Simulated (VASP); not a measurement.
# InAs (F-43m) in VASP: further runs

Aim: see how the results for InAs move with the level of theory and the settings. Levels: PBE, r2SCAN. Tasks: single point.

Program: VASP 6.6.1. These are calculated values, not measurements. Logs are shortened: lines on timing, memory, paths and dates and some standing lists are left out, and cuts for length are marked.

### 1 The cell of the first run

Symmetry: F-43m, No. 216, cubic system. The conventional cell has a = 5.926 Å, b = 5.926 Å, c = 5.926 Å, α = 90.00°, β = 90.00°, γ = 90.00°. In (site symmetry -43m) has 4 As at 2.57 Å within 3.4 Å. As (site symmetry -43m) has 4 In at 2.57 Å within 3.4 Å.

### 2 Single point, PBE (strain -3.0%)

INCAR reads:

```
PREC = Accurate
ENCUT = 510
EDIFF = 1E-6
ISMEAR = -1
SIGMA = 0.02
LREAL = F
LASPH = T
NELM = 120
ALGO = Normal
ISIF = 2
LWAVE = F
LCHARG = F
GGA = PE
NBANDS = 21
GGA_COMPAT = F
```

KPOINTS reads:

```
regular mesh
0
Gamma
  8 8 8
```

POSCAR reads:

```
InAs
1.0
    0.0000000000      2.9629527589      2.9629527589
    2.9629527589      0.0000000000      2.9629527589
    2.9629527589      2.9629527589      0.0000000000
In As
1 1
Direct
    0.0000000000      0.0000000000      0.0000000000
    0.2500000000      0.2500000000      0.2500000000
```

Potentials or basis: VASP PAW PBE potentials, release 64 (In_d, As_d).

On the command line:

```sh
$ cat potpaw_PBE.64/In_d/POTCAR potpaw_PBE.64/As_d/POTCAR > POTCAR
$ mpirun -np 1 vasp_std > vasp.out
```

OUTCAR:

```text
PREC = Accurate
   ENCUT = 510
   EDIFF = 1E-6
   ISMEAR = -1
   LREAL = F
   LASPH = T
   NELM = 120
   ISIF = 2
   GGA = PE

 ion  position               nearest neighbor table
   1  0.000  0.000  0.000-   2 2.57   2 2.57   2 2.57   2 2.57
   2  0.250  0.250  0.250-   1 2.57   1 2.57   1 2.57   1 2.57

  LATTYP: Found a face centered cubic cell.
 ALAT       =     5.9259055178

  Lattice vectors:

 A1 = (   0.0000000000,   2.9629527589,   2.9629527589)
 A2 = (   2.9629527589,   0.0000000000,   2.9629527589)
 A3 = (   2.9629527589,   2.9629527589,   0.0000000000)

Analysis of symmetry for initial positions (statically):
=====================================================================
 Subroutine PRICEL returns:
 Original cell was already a primitive cell.

 Routine SETGRP: Setting up the symmetry group for a
 face centered cubic supercell.

 Subroutine GETGRP returns: Found 24 space group operations
 (whereof 24 operations were pure point group operations)
 out of a pool of 48 trial point group operations.

The static configuration has the point symmetry T_d .

Analysis of symmetry for dynamics (positions and initial velocities):
=====================================================================
 Subroutine PRICEL returns:
 Original cell was already a primitive cell.

 Routine SETGRP: Setting up the symmetry group for a
 face centered cubic supercell.

 Subroutine GETGRP returns: Found 24 space group operations
 (whereof 24 operations were pure point group operations)
 out of a pool of 48 trial point group operations.

The dynamic configuration has the point symmetry T_d .

 Subroutine INISYM returns: Found 24 space group operations
 (whereof 24 operations are pure point group operations),
 and found     1 'primitive' translations

----------------------------------------------------------------------------------------

                                     Primitive cell

  volume of cell :      52.0241

  direct lattice vectors                    reciprocal lattice vectors
     0.000000000  2.962952759  2.962952759    -0.168750581  0.168750581  0.168750581
     2.962952759  0.000000000  2.962952759     0.168750581 -0.168750581  0.168750581
     2.962952759  2.962952759  0.000000000     0.168750581  0.168750581 -0.168750581

  length of vectors
     4.190247976  4.190247976  4.190247976     0.292284580  0.292284580  0.292284580

  position of ions in fractional coordinates (direct lattice)
     0.000000000  0.000000000  0.000000000
     0.250000000  0.250000000  0.250000000

  ion indices of the primitive-cell ions
   primitive index   ion index
                 1           1
                 2           2

----------------------------------------------------------------------------------------

 KPOINTS: regular mesh

Automatic generation of k-mesh.
 Grid dimensions read from file:
 generate k-points for:    8    8    8

 Generating k-lattice:

  Cartesian coordinates                     Fractional coordinates (reciprocal lattice)
    -0.021093823  0.021093823  0.021093823     0.125000000  0.000000000  0.000000000
     0.021093823 -0.021093823  0.021093823     0.000000000  0.125000000  0.000000000
     0.021093823  0.021093823 -0.021093823     0.000000000  0.000000000  0.125000000

  Length of vectors
     0.036535573  0.036535573  0.036535573

  Shift w.r.t. Gamma in fractional coordinates (k-lattice)
     0.000000000  0.000000000  0.000000000

 Subroutine IBZKPT returns following result:
 ===========================================

 Found     29 irreducible k-points:

 Following reciprocal coordinates:
            Coordinates               Weight
  0.000000  0.000000  0.000000      1.000000
  0.125000  0.000000  0.000000      8.000000
  0.250000  0.000000  0.000000      8.000000
  0.375000  0.000000  0.000000      8.000000
  0.500000  0.000000  0.000000      4.000000
  0.125000  0.125000  0.000000      6.000000
[... 16 lines left out ...]
  0.500000  0.250000  0.125000     48.000000
 -0.375000  0.250000  0.125000     24.000000
 [... further k-points ...]
   k-points           NKPTS =     29   k-points in BZ     NKDIM =     29   number of bands    NBANDS=     21
   number of dos      NEDOS =    301   number of ions     NIONS =      2
   total plane-waves  NPLWV =  32768
   dimension x,y,z NGX =    32 NGY =   32 NGZ =   32
   dimension x,y,z NGXF=    64 NGYF=   64 NGZF=   64
   ions per type =               1   1
   NGX,Y,Z   is equivalent  to a cutoff of  12.70, 12.70, 12.70 a.u.
   NGXF,Y,Z  is equivalent  to a cutoff of  25.39, 25.39, 25.39 a.u.
 SYSTEM =  unknown system
   PREC   = accura    normal or accurate (medium, high low for compatibility)
   ISTART =      0    job   : 0-new  1-cont  2-samecut
   ICHARG =      2    charge: 1-file 2-atom 10-const
   ISPIN  =      1    spin polarized calculation?
   LNONCOLLINEAR =      F non collinear calculations
   LSORBIT =      F    spin-orbit coupling
   LASPH  =      T    aspherical Exc in radial PAW
   ENCUT  =  510.0 eV  37.48 Ry    6.12 a.u.   7.72  7.72  7.72*2*pi/ulx,y,z
   NELM   =    120;   NELMIN=  2; NELMDL= -5     # of ELM steps
   EDIFF  = 0.1E-05   stopping-criterion for ELM
   LREAL  =      F    real-space projection
   EDIFFG = 0.1E-04   stopping-criterion for IOM
   NSW    =      0    number of steps for IOM
   IBRION =     -1    ionic relax: 0-MD 1-quasi-New 2-CG
   NFREE  =      0    steps in history (QN), initial steepest desc. (CG)
   ISIF   =      2    stress and relaxation
   ISYM   =      2    0-nonsym 1-usesym 2-fastsym
   POTIM  = 0.5000    time-step for ionic-motion
   TEBEG  =    0.0;   TEEND  =   0.0 temperature during run
   PSTRESS=    0.0 pullay stress
   NELECT =      28.0000    total number of electrons
   NUPDOWN=      -1.0000    fix difference up-down
   EMIN   =  10.00;   EMAX   =-10.00  energy-range for DOS
   EFERMI =   0.00;   METHOD = LEGACY
   ISMEAR =    -1;   SIGMA  =   0.02  broadening in eV -4-tet -1-fermi 0-gaus
   EFERMI_NEDOS =   21; number of points for ismear=-14 and -15
   IALGO  =     38    algorithm
   IMIX   =      4    mixing-type and parameters
     AMIX     =   0.40;   BMIX     =  1.00
     AMIX_MAG =   1.60;   BMIX_MAG =  1.00
  volume/ion in A,a.u.               =      26.01       175.54
  Fermi-wavevector in a.u.,A,eV,Ry     =   1.331658  2.516469 24.127397  1.773314
  Thomas-Fermi vector in A             =   2.460653
   LORBIT       =      0    0 simple, 1 ext, 2 COOP (PROOUT), +10 PAW based schemes
   GGA     = PE    functional components
   LHFCALC =     F    Hartree Fock is set to
   AEXX    =    0.0000 exact exchange contribution
   IVDW    =     0    specifies the selected vdW correction
   LEPSILON=     F    determine dielectric tensor
   LRPA    =     F    only Hartree local field effects (RPA)
 non-spin polarized calculation
  energy-cutoff  :      510.00
  volume of cell :       52.02
 maximum number of plane-waves:      1380
   NGX = 15   NGY = 15   NGZ = 15

 number of electron      27.9999997 magnetization

 Free energy of the ion-electron system (eV)
  ---------------------------------------------------
  ext. energy  EPLUGINS =         0.00000000
  ---------------------------------------------------
  free energy    TOTEN  =        -7.55399077 eV

  energy without entropy =       -7.55393307  energy(sigma->0) =       -7.55396192

 E-fermi :   4.5202     XC(G=0):  -9.6467

 val. band max:        4.4519440122   @ k =   0.0000   0.0000   0.0000
 cond. band min:       4.5651991966   @ k =   0.0000   0.0000   0.0000
 fundamental gap:      0.1132551844
 Fermi energy:         4.5202393511

 k-point     1 :       0.0000    0.0000    0.0000
  band No.  band energies     occupation
      1     -30.5916      2.00000
      2     -30.5916      2.00000
      3     -30.5916      2.00000
      4     -30.5814      2.00000
      5     -30.5814      2.00000
      6     -10.0739      2.00000
[... 13 lines left out ...]
     20      14.3516      0.00000
     21      14.3516      0.00000

 k-point     2 :       0.1250    0.0000    0.0000
  band No.  band energies     occupation
      1     -30.5917      2.00000
      2     -30.5916      2.00000
      3     -30.5916      2.00000
      4     -30.5813      2.00000
      5     -30.5813      2.00000
      6     -10.1007      2.00000
[... 13 lines left out ...]
     20      13.3751      0.00000
     21      13.3751      0.00000

 k-point     3 :       0.2500    0.0000    0.0000
  band No.  band energies     occupation
      1     -30.5917      2.00000
      2     -30.5915      2.00000
      3     -30.5915      2.00000
      4     -30.5813      2.00000
      5     -30.5813      2.00000
      6     -10.1594      2.00000
[... 13 lines left out ...]
     20      13.1301      0.00000
     21      13.1301      0.00000

 k-point     4 :       0.3750    0.0000    0.0000
  band No.  band energies     occupation
      1     -30.5917      2.00000
      2     -30.5914      2.00000
      3     -30.5914      2.00000
      4     -30.5812      2.00000
      5     -30.5812      2.00000
      6     -10.2119      2.00000
[... 13 lines left out ...]
     20      14.1538      0.00000
     21      14.1538      0.00000

 k-point     5 :       0.5000    0.0000    0.0000
  band No.  band energies     occupation
      1     -30.5917      2.00000
      2     -30.5913      2.00000
      3     -30.5913      2.00000
      4     -30.5812      2.00000
      5     -30.5812      2.00000
      6     -10.2322      2.00000
[... 13 lines left out ...]
     20      15.4780      0.00000
     21      15.4780      0.00000
[... 382 lines left out ...]
     20      16.1682      0.00000
     21      17.0322      0.00000

 k-point    22 :       0.3750    0.2500    0.1250
  band No.  band energies     occupation
      1     -30.5918      2.00000
      2     -30.5914      2.00000
      3     -30.5913      2.00000
      4     -30.5814      2.00000
      5     -30.5811      2.00000
      6     -10.2054      2.00000
[... 13 lines left out ...]
     20      14.8418      0.00000
     21      15.5878      0.00000

 k-point    23 :       0.5000    0.2500    0.1250
  band No.  band energies     occupation
      1     -30.5918      2.00000
      2     -30.5914      2.00000
      3     -30.5912      2.00000
      4     -30.5813      2.00000
      5     -30.5810      2.00000
      6     -10.2384      2.00000
[... 13 lines left out ...]
     20      15.0563      0.00000
     21      15.8290      0.00000

 k-point    24 :      -0.3750    0.2500    0.1250
  band No.  band energies     occupation
      1     -30.5917      2.00000
      2     -30.5915      2.00000
      3     -30.5912      2.00000
      4     -30.5812      2.00000
      5     -30.5810      2.00000
      6     -10.2508      2.00000
[... 13 lines left out ...]
     20      15.0473      0.00000
     21      15.8933      0.00000

 [... further k-points ...]

------------------------ aborting loop because EDIFF is reached ----------------------------------------

  FORCE on cell =-STRESS in cart. coord.  units (eV):
  Direction    XX          YY          ZZ          XY          YZ          ZX
  --------------------------------------------------------------------------------------
  -------------------------------------------------------------------------------------
  Total        2.7605513      2.7605513      2.7605513      0.0000000      0.0000000      0.0000000
  in kB       85.0163061     85.0163061     85.0163061      0.0000000      0.0000000      0.0000000
  external PRESSURE =      85.0163061 kB  Pullay stress =       0.0000000 kB

 VOLUME and BASIS-vectors are now :
 -----------------------------------------------------------------------------
  energy-cutoff  :      510.00
  volume of cell :       52.02
      direct lattice vectors                 reciprocal lattice vectors
     0.000000000  2.962952759  2.962952759    -0.168750581  0.168750581  0.168750581
     2.962952759  0.000000000  2.962952759     0.168750581 -0.168750581  0.168750581
     2.962952759  2.962952759  0.000000000     0.168750581  0.168750581 -0.168750581

 POSITION                                       TOTAL-FORCE (eV/Angst)
 -----------------------------------------------------------------------------------
      0.00000      0.00000      0.00000         0.000000      0.000000      0.000000
      1.48148      1.48148      1.48148        -0.000000     -0.000000     -0.000000
 -----------------------------------------------------------------------------------
    total drift:                                0.000001      0.000001      0.000001

  FREE ENERGIE OF THE ION-ELECTRON SYSTEM (eV)
  ---------------------------------------------------
  free  energy   TOTEN  =        -7.5539907716 eV

  energy  without entropy=       -7.5539330729  energy(sigma->0) =       -7.55396192
```

It took 17 s on 1 thread of AMD EPYC 9R45 (Zen 5), shared host; peak memory 0.16 GiB.

Results:

```yaml
Free_energy: -7.5540 eV
Pressure: 8.5 GPa
Band_gap_on_the_k_mesh: 0.11 eV
```

Levels at points of the mesh, in eV from the valence-band top:
```
           k point  band 12  band 13  band 14  band 15  band 16  band 17
(0.00, 0.00, 0.00)     0.00     0.00     0.00     0.11     3.94     3.94
(0.50, 0.00, 0.00)    -6.08    -1.08    -1.08     1.09     4.72     4.72
(0.50, 0.50, 0.00)    -6.10    -2.53    -2.53     1.45     2.07     9.59
```

Caveat: the cell differs from its parent crystal (strain -3.0%); the cell stands under pressure; semilocal functionals underestimate gaps, and a narrow one can read as zero; spin-orbit coupling is left out, which moves the levels of the heavy elements.

### 3 Single point, r2SCAN (strain -3.0%)

POSCAR is that of step 2.

INCAR.step1 reads:

```
ALGO = Normal ; EDIFF = 1E-5
ENCUT = 560 ; GGA = PE
GGA_COMPAT = False ; ISMEAR = -1
LASPH = True ; LCHARG = False
LREAL = False ; LWAVE = True
NBANDS = 21 ; NELM = 120
PREC = Accurate ; SIGMA = 0.02
```

INCAR.step2 reads:

```
ALGO = Normal ; EDIFF = 1E-6
ENCUT = 560 ; GGA_COMPAT = False
ISIF = 2 ; ISMEAR = -1
ISTART = 1 ; LASPH = True
LCHARG = False ; LMIXTAU = True
LREAL = False ; LWAVE = False
METAGGA = R2SCAN ; NBANDS = 21
NELM = 120 ; PREC = Accurate
SIGMA = 0.02
```

KPOINTS reads:

```
k-points
0
Gamma
  8 8 8
```

Potentials or basis: VASP PAW PBE potentials, release 64 (In_d, As_d).

On the command line:

```sh
$ cat potpaw_PBE.64/In_d/POTCAR potpaw_PBE.64/As_d/POTCAR > POTCAR
$ cp INCAR.step1 INCAR
$ mpirun -np 1 vasp_std > vasp.out
$ cp INCAR.step2 INCAR
$ mpirun -np 1 vasp_std > vasp.out
```

Run time: 63 s. Hardware: 1 thread of Intel Xeon Platinum 8488C (Sapphire Rapids), shared host; peak memory 0.2 GiB.

Results (log left out):

```
Free energy            : -37.9938 eV
Pressure               : 6.5 GPa
Band gap on the k mesh : 0.58 eV
```

Levels at points of the mesh, in eV from the valence-band top:
| k point | band 11 | band 12 | band 13 | band 14 | band 15 | band 16 | band 17 | band 18 |
| --- | --- | --- | --- | --- | --- | --- | --- | --- |
| (0.00, 0.00, 0.00) | -12.73 | 0.00 | 0.00 | 0.00 | 0.58 | 4.30 | 4.30 | 4.30 |
| (0.50, 0.00, 0.00) | -10.98 | -6.22 | -1.11 | -1.11 | 1.47 | 5.08 | 5.08 | 7.36 |
| (0.50, 0.50, 0.00) | -10.34 | -6.22 | -2.61 | -2.61 | 1.73 | 2.37 | 10.28 | 10.40 |

Caveat: the cell differs from its parent crystal (strain -3.0%); the cell stands under pressure; semilocal functionals underestimate gaps, and a narrow one can read as zero; the PAW data sets were made with another functional, which shifts forces and pressure a little; spin-orbit coupling is left out, which moves the levels of the heavy elements.

### 4 Single point, r2SCAN (strain -1.0%)

POSCAR reads:

```
InAs
1.0
    0.0000000000      3.0240445683      3.0240445683
    3.0240445683      0.0000000000      3.0240445683
    3.0240445683      3.0240445683      0.0000000000
In As
1 1
Direct
    0.0000000000      0.0000000000      0.0000000000
    0.2500000000      0.2500000000      0.2500000000
```

INCAR.step1 reads:

```
ALGO = Normal
EDIFF = 1E-5
ENCUT = 560
GGA = PE
GGA_COMPAT = False
ISMEAR = -1
LASPH = True
LCHARG = False
LREAL = False
LWAVE = True
NBANDS = 21
NELM = 120
PREC = Accurate
SIGMA = 0.02
```

INCAR.step2 reads:

```
ALGO = Normal
EDIFF = 1E-6
ENCUT = 560
GGA_COMPAT = False
ISIF = 2
ISMEAR = -1
ISTART = 1
LASPH = True
LCHARG = False
LMIXTAU = True
LREAL = False
LWAVE = False
METAGGA = R2SCAN
NBANDS = 21
NELM = 120
PREC = Accurate
SIGMA = 0.02
```

KPOINTS is that of step 3.

On the command line:

```sh
$ cat potpaw_PBE.64/In_d/POTCAR potpaw_PBE.64/As_d/POTCAR > POTCAR
$ cp INCAR.step1 INCAR
$ mpirun -np 1 vasp_std > vasp.out
$ cp INCAR.step2 INCAR
$ mpirun -np 1 vasp_std > vasp.out
```

Wall time 72 s (1 thread of Intel Xeon 6975P-C (Granite Rapids), shared host); peak memory 0.24 GiB.

The run converged. Its results:

```
Free energy            : -38.0780 eV
Pressure               : 1.9 GPa
Band gap on the k mesh : 0.24 eV
```

Levels at points of the mesh, in eV from the valence-band top:
```tsv
k point	band 11	band 12	band 13	band 14	band 15	band 16	band 17	band 18
(0.00, 0.00, 0.00)	-12.30	0.00	0.00	0.00	0.24	4.28	4.28	4.28
(0.50, 0.00, 0.00)	-10.76	-5.88	-1.02	-1.02	1.32	5.05	5.05	7.29
(0.50, 0.50, 0.00)	-10.19	-5.93	-2.39	-2.39	1.83	2.36	9.84	9.95
```

Caveat: the cell differs from its parent crystal (strain -1.0%); semilocal functionals underestimate gaps, and a narrow one can read as zero; the PAW data sets were made with another functional, which shifts forces and pressure a little; spin-orbit coupling is left out, which moves the levels of the heavy elements.

[end of part 1 of 2]

The gap in the log of VASP goes by the Fermi energy; the results here count the filled bands.